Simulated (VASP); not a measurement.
# SiO2 (P4_12_12) in VASP: relaxation of the atoms with PBE

Aim: the relaxation of the atoms of SiO2 with PBE.

All numbers are computed with VASP 6.6.1; they aren't measurements. Logs are shortened: lines on timing, memory, paths and dates and some standing lists are left out, and cuts for length are marked.

### Step 1. The cell of the first run

Symmetry: P4_12_12, No. 92, tetragonal system. Conventional cell: a = 4.988 Å, b = 4.988 Å, c = 6.970 Å, α = 90.00°, β = 90.00°, γ = 90.00°. Within 2.1 Å of Si (site symmetry 2) lie 4 O at 1.59 to 1.60 Å. O (site symmetry 1) has 2 Si at 1.59 to 1.60 Å within 2.1 Å.

### Step 2. Relaxation of the atoms, PBE

INCAR

```
SYSTEM = SiO2
PREC = Accurate
ENCUT = 520
EDIFF = 1E-6
ISMEAR = -1
SIGMA = 0.02
LREAL = .False.
LASPH = .True.
NELM = 80
ALGO = Normal
ISIF = 2
LWAVE = .False.
LCHARG = .False.
GGA = PE
IBRION = 2
NSW = 80
EDIFFG = -0.02
```

KPOINTS

```
regular mesh
0
Gamma
  5 5 4
  0 0 0
```

POSCAR

```
SiO2
1.0
    4.9877000000      0.0000000000      0.0000000000
    0.0000000000      4.9877000000      0.0000000000
    0.0000000000      0.0000000000      6.9697000000
Si O
4 8
Direct
    0.2949000000      0.2949000000      0.0000000000
    0.2051000000      0.7949000000      0.2500000000
    0.7051000000      0.7051000000      0.5000000000
    0.7949000000      0.2051000000      0.7500000000
    0.2416000000      0.0968000000      0.1747000000
    0.4032000000      0.7416000000      0.4247000000
    0.7584000000      0.9032000000      0.6747000000
    0.5968000000      0.2584000000      0.9247000000
    0.7416000000      0.4032000000      0.5753000000
    0.9032000000      0.7584000000      0.3253000000
    0.2584000000      0.5968000000      0.0753000000
    0.0968000000      0.2416000000      0.8253000000
```

Potentials or basis: VASP PAW PBE potentials, release 64 (Si, O).

On the command line:

```
$ cat potpaw_PBE.64/Si/POTCAR potpaw_PBE.64/O/POTCAR > POTCAR
$ mpirun -np 1 vasp_std > vasp.out
```

OUTCAR:

```text
SYSTEM = SiO2
   PREC = Accurate
   ENCUT = 520
   EDIFF = 1E-6
   ISMEAR = -1
   LREAL = .False.
   LASPH = .True.
   NELM = 80
   ISIF = 2
   GGA = PE
   IBRION = 2
   NSW = 80
   EDIFFG = -0.02

 ion  position               nearest neighbor table
   1  0.295  0.295  0.000-   5 1.59  12 1.59  11 1.60   8 1.60   2 3.08   4 3.08   2 3.08   4 3.08

   2  0.205  0.795  0.250-   6 1.59  11 1.59  10 1.60   5 1.60   1 3.08   3 3.08   1 3.08   3 3.08

   3  0.705  0.705  0.500-   7 1.59  10 1.59   9 1.60   6 1.60   2 3.08   4 3.08   4 3.08   2 3.08

   4  0.795  0.205  0.750-   8 1.59   9 1.59   7 1.60  12 1.60   1 3.08   3 3.08   3 3.08   1 3.08

   5  0.242  0.097  0.175-   1 1.59   2 1.60
   6  0.403  0.742  0.425-   2 1.59   3 1.60
   7  0.758  0.903  0.675-   3 1.59   4 1.60
   8  0.597  0.258  0.925-   4 1.59   1 1.60
   9  0.742  0.403  0.575-   4 1.59   3 1.60
  10  0.903  0.758  0.325-   3 1.59   2 1.60
  11  0.258  0.597  0.075-   2 1.59   1 1.60
  12  0.097  0.242  0.825-   1 1.59   4 1.60

  LATTYP: Found a simple tetragonal cell.
 ALAT       =     4.9877000000
 C/A-ratio  =     1.3973775488

  Lattice vectors:

 A1 = (   4.9877000000,   0.0000000000,   0.0000000000)
 A2 = (   0.0000000000,   4.9877000000,   0.0000000000)
 A3 = (   0.0000000000,   0.0000000000,   6.9697000000)

Analysis of symmetry for initial positions (statically):
=====================================================================
 Subroutine PRICEL returns:
 Original cell was already a primitive cell.

 Routine SETGRP: Setting up the symmetry group for a
 simple tetragonal supercell.

 Subroutine GETGRP returns: Found  8 space group operations
 (whereof  2 operations were pure point group operations)
 out of a pool of 16 trial point group operations.

The static configuration has the point symmetry C_2 .
 The point group associated with its full space group is D_4 .

Analysis of symmetry for dynamics (positions and initial velocities):
=====================================================================
 Subroutine PRICEL returns:
 Original cell was already a primitive cell.

 Routine SETGRP: Setting up the symmetry group for a
 simple tetragonal supercell.

 Subroutine GETGRP returns: Found  8 space group operations
 (whereof  2 operations were pure point group operations)
 out of a pool of 16 trial point group operations.

The dynamic configuration has the point symmetry C_2 .
 The point group associated with its full space group is D_4 .

[... 111 lines left out ...]
   EDIFF  = 0.1E-05   stopping-criterion for ELM
   LREAL  =      F    real-space projection
   EDIFFG = -.2E-01   stopping-criterion for IOM
   NSW    =     80    number of steps for IOM
   IBRION =      2    ionic relax: 0-MD 1-quasi-New 2-CG
   NFREE  =      1    steps in history (QN), initial steepest desc. (CG)
   ISIF   =      2    stress and relaxation
   ISYM   =      2    0-nonsym 1-usesym 2-fastsym
   POTIM  = 0.5000    time-step for ionic-motion
   TEBEG  =    0.0;   TEEND  =   0.0 temperature during run
   PSTRESS=    0.0 pullay stress
   NELECT =      64.0000    total number of electrons
   NUPDOWN=      -1.0000    fix difference up-down
   EMIN   =  10.00;   EMAX   =-10.00  energy-range for DOS
   EFERMI =   0.00;   METHOD = LEGACY
   ISMEAR =    -1;   SIGMA  =   0.02  broadening in eV -4-tet -1-fermi 0-gaus
   EFERMI_NEDOS =   21; number of points for ismear=-14 and -15
   IALGO  =     38    algorithm
   IMIX   =      4    mixing-type and parameters
     AMIX     =   0.40;   BMIX     =  1.00
     AMIX_MAG =   1.60;   BMIX_MAG =  1.00
  volume/ion in A,a.u.               =      14.45        97.51
  Fermi-wavevector in a.u.,A,eV,Ry     =   1.174347  2.219195 18.763682  1.379092
  Thomas-Fermi vector in A             =   2.310746
   LORBIT       =      0    0 simple, 1 ext, 2 COOP (PROOUT), +10 PAW based schemes
   GGA     = PE    functional components
   LHFCALC =     F    Hartree Fock is set to
   AEXX    =    0.0000 exact exchange contribution
   IVDW    =     0    specifies the selected vdW correction
   LEPSILON=     F    determine dielectric tensor
   LRPA    =     F    only Hartree local field effects (RPA)
 conjugate gradient relaxation of ions
 non-spin polarized calculation
  energy-cutoff  :      520.00
  volume of cell :      173.39
 maximum number of plane-waves:      4702
 NGX is ok and might be reduce to    40
   NGX = 19   NGY = 19   NGZ = 25

--------------------------------------- Ionic step        1  -------------------------------------------

 number of electron      64.0000017 magnetization

 Free energy of the ion-electron system (eV)
  ---------------------------------------------------
  ext. energy  EPLUGINS =         0.00000000
  ---------------------------------------------------
  free energy    TOTEN  =       -94.67580546 eV

  energy without entropy =      -94.67580546  energy(sigma->0) =      -94.67580546

------------------------ aborting loop because EDIFF is reached ----------------------------------------

  FORCE on cell =-STRESS in cart. coord.  units (eV):
  Direction    XX          YY          ZZ          XY          YZ          ZX
  --------------------------------------------------------------------------------------
  -------------------------------------------------------------------------------------
  Total        9.1541543      9.1541543     11.2554221     -0.0000000     -0.0000000      0.0000000
  in kB       84.5890370     84.5890370    104.0058187     -0.0000000     -0.0000000      0.0000000
  external PRESSURE =      91.0612976 kB  Pullay stress =       0.0000000 kB
[... 119 lines left out ...]
  FREE ENERGIE OF THE ION-ELECTRON SYSTEM (eV)
  ---------------------------------------------------
  free  energy   TOTEN  =       -94.7203140873 eV

  energy  without entropy=      -94.7203140872  energy(sigma->0) =      -94.72031409

[... ionic steps 4 to 8 ...]

--------------------------------------- Ionic step        9  -------------------------------------------

 number of electron      63.9999986 magnetization

------------------------ aborting loop because EDIFF is reached ----------------------------------------
[... 87 lines left out ...]
--------------------------------------- Ionic step       11  -------------------------------------------

 number of electron      63.9999989 magnetization

 Free energy of the ion-electron system (eV)
  ---------------------------------------------------
  ext. energy  EPLUGINS =         0.00000000
  ---------------------------------------------------
  free energy    TOTEN  =       -94.90567237 eV

  energy without entropy =      -94.90567237  energy(sigma->0) =      -94.90567237

 E-fermi :   0.4971     XC(G=0):  -8.4178

 val. band max:        0.0652322993   @ k =   0.0000   0.0000   0.0000
 cond. band min:       5.6722781782   @ k =   0.0000   0.0000   0.0000
 fundamental gap:      5.6070458789
 Fermi energy:         0.4971278445

 k-point     1 :       0.0000    0.0000    0.0000
  band No.  band energies     occupation
      1     -19.2822      2.00000
      2     -18.4016      2.00000
      3     -18.4016      2.00000
      4     -17.2791      2.00000
      5     -17.2137      2.00000
      6     -17.2086      2.00000
[... 784 lines left out ...]
  FREE ENERGIE OF THE ION-ELECTRON SYSTEM (eV)
  ---------------------------------------------------
  free  energy   TOTEN  =       -94.9056723744 eV

  energy  without entropy=      -94.9056723744  energy(sigma->0) =      -94.90567237

 reached required accuracy - stopping structural energy minimisation
```

OSZICAR:

```text
N       E                     dE             d eps       ncg     rms          rms(c)
DAV:   1     0.452323757025E+03    0.45232E+03   -0.33524E+04  1404   0.150E+03
DAV:   2    -0.727834766609E+02   -0.52511E+03   -0.50913E+03  1806   0.347E+02
[... 100 lines left out ...]
       N       E                     dE             d eps       ncg     rms          rms(c)
DAV:   1    -0.949052240197E+02   -0.36430E-04   -0.32551E-01  1404   0.345E+00    0.983E-02
DAV:   2    -0.949057488915E+02   -0.52487E-03   -0.62303E-03  1656   0.443E-01    0.515E-02
DAV:   3    -0.949056980467E+02    0.50845E-04   -0.72922E-05  1650   0.581E-02    0.318E-02
DAV:   4    -0.949056700812E+02    0.27965E-04   -0.10479E-04  1680   0.718E-02    0.575E-03
DAV:   5    -0.949056724934E+02   -0.24122E-05   -0.24675E-05  1649   0.278E-02    0.625E-03
DAV:   6    -0.949056723744E+02    0.11902E-06   -0.94417E-07  1038   0.575E-03
  11 F= -.94905672E+02 E0= -.94905672E+02  d E =-.747938E-03
```

It took 12 min on 1 thread of Oxide Virtual Turin-like, shared host; peak memory 0.29 GiB.

Results:

```yaml
Free_energy: -94.9057 eV
Energy_gained_by_relaxing: 19.2 meV/atom
Ionic_steps: 11
Pressure_after_relaxing: 1.2 GPa
Largest_force_after_relaxing: 0.015 eV/Å
Band_gap_on_the_k_mesh: 5.61 eV
```

Forces on the atoms (eV/Å):
```
Si  -0.004 -0.004  0.000
Si   0.004 -0.004  0.000
Si   0.004  0.004  0.000
Si  -0.004  0.004  0.000
O   -0.011  0.010 -0.003
O   -0.010 -0.011 -0.003
O    0.011 -0.010 -0.003
O    0.010  0.011 -0.003
O   -0.011 -0.010  0.003
O   -0.010  0.011  0.003
O    0.011  0.010  0.003
O    0.010 -0.011  0.003
```

Stress tensor (GPa, compression positive):
```
1.33 0.00 0.00
0.00 1.33 0.00
0.00 0.00 0.82
```

The path:
```csv
step,energy change (eV),largest force (eV/Å),pressure (GPa)
1,0.0000,0.6844,9.11
2,0.0549,1.5893,7.49
3,-0.0445,0.5815,8.30
4,-0.1389,0.3659,5.83
5,-0.1806,0.2724,2.86
6,-0.2029,0.2787,2.47
7,-0.2235,0.2821,1.57
8,-0.2277,0.1701,1.23
9,-0.2291,0.0393,1.34
10,-0.2294,0.0322,1.29
11,-0.2299,0.0154,1.16
```

Final structure:
```
CELL_PARAMETERS angstrom
4.98770 0.00000 0.00000
0.00000 4.98770 0.00000
0.00000 0.00000 6.96970
ATOMIC_POSITIONS crystal
Si 0.30365 0.30365 0.00000
Si 0.19635 0.80365 0.25000
Si 0.69635 0.69635 0.50000
Si 0.80365 0.19635 0.75000
O 0.23788 0.11292 0.18321
O 0.38709 0.73788 0.43321
O 0.76212 0.88709 0.68321
O 0.61291 0.26212 0.93321
O 0.73788 0.38709 0.56679
O 0.88709 0.76212 0.31679
O 0.26212 0.61291 0.06679
O 0.11292 0.23788 0.81679
```

Caveat: an odd mesh through Γ misses points on the zone boundary, where band edges can lie.
